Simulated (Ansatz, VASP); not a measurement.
# Al3BP4 in VASP and in Ansatz

```
Al B P
1.0
     3.69069    0.00000    0.00000
     0.00000    7.46976    0.00000
     0.00000    0.00000    5.32456
Al B P
3 1 4
Direct
  0.00000 0.73065 0.00175
  0.00000 0.26935 0.00175
  0.50000 0.00000 0.49804
  0.50000 0.50000 0.51011
  0.50000 0.72031 0.72736
  0.00000 0.50000 0.30664
  0.50000 0.27969 0.72736
  0.00000 0.00000 0.22699
```

Alike in both runs: functional PBE; k mesh 6 × 4 × 4; occupations gaussian, width 0.1 eV; no spin polarisation.

Ansatz relaxed the structure, and its values are those at the end. VASP's run is a single point on that final structure, the one shown.

|  | VASP | Ansatz |
| --- | --- | --- |
| version | VASP 6.6.1 | Ansatz 0.2.0 |
| potentials or method | VASP PAW PBE potentials, release 64 (Al, B, P), cutoff 520 eV | scalar-relativistic, plane waves, PAW |
| valence electrons in the cell | 32 | 32 |

|  | VASP | Ansatz | Ansatz less VASP |
| --- | --- | --- | --- |
| gap on the k mesh at the Fermi level (eV) | 0.99 | 0.99 | +0.003 |
| least direct gap on the mesh (eV) | 0.99 | 0.99 | +0.003 |
| pressure (GPa) | 0.0 | 0.1 | +0.11 |
| rms of the force components (eV/Å) | 0.010 | 0.009 | -0.0013 |
